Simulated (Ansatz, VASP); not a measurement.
Hf2H5 in VASP and in Ansatz

```xyz
7
Lattice="1.6399 0.9468 6.1402 -1.6399 0.9468 6.1402 0.0000 -1.8936 6.1402" Properties=species:S:1:pos:R:3 pbc="T T T"
Hf    0.0000    0.0000   18.6377
Hf    0.0000    0.0000    9.2541
H     0.0000    0.0000    5.4209
H     0.0000    0.0000   12.1165
H     0.0000    0.0000    2.3973
H     0.0000    0.0000   16.2367
H     0.0000    0.0000    7.3169
```

Change from the starting cell: species swapped into the Cu5Ge2 type (R3m, No. 160).

Alike in both runs: functional PBE; k mesh 5 × 5 × 5; occupations gaussian, width 0.2 eV; no spin polarisation.

Ansatz relaxed the structure, and its values are those at the end. VASP's run is a single point on that final structure, the one shown.

|  | VASP | Ansatz |
| --- | --- | --- |
| version | VASP 6.6.1 | Ansatz 0.2.0 |
| potentials or method | VASP PAW PBE potentials, release 64 (Hf_pv, H), cutoff 520 eV | scalar-relativistic, plane waves, PAW |
| valence electrons in the cell | 25 | 57 |

|  | VASP | Ansatz | Ansatz less VASP |
| --- | --- | --- | --- |
| gap on the k mesh at the Fermi level (eV) | none | none | - |
| pressure (GPa) | -1.1 | -0.3 | +0.79 |
| rms of the force components (eV/Å) | 0.013 | 0.016 | +0.0027 |

A gap of «none» marks a metal or a gap that the smearing closes. VASP's potentials hold 25 valence electrons a cell and Ansatz's 57, so a difference there can come from the potentials and not from the codes.

The k mesh is coarse, so the values compare programs but aren't converged. Spin-orbit coupling is off throughout.
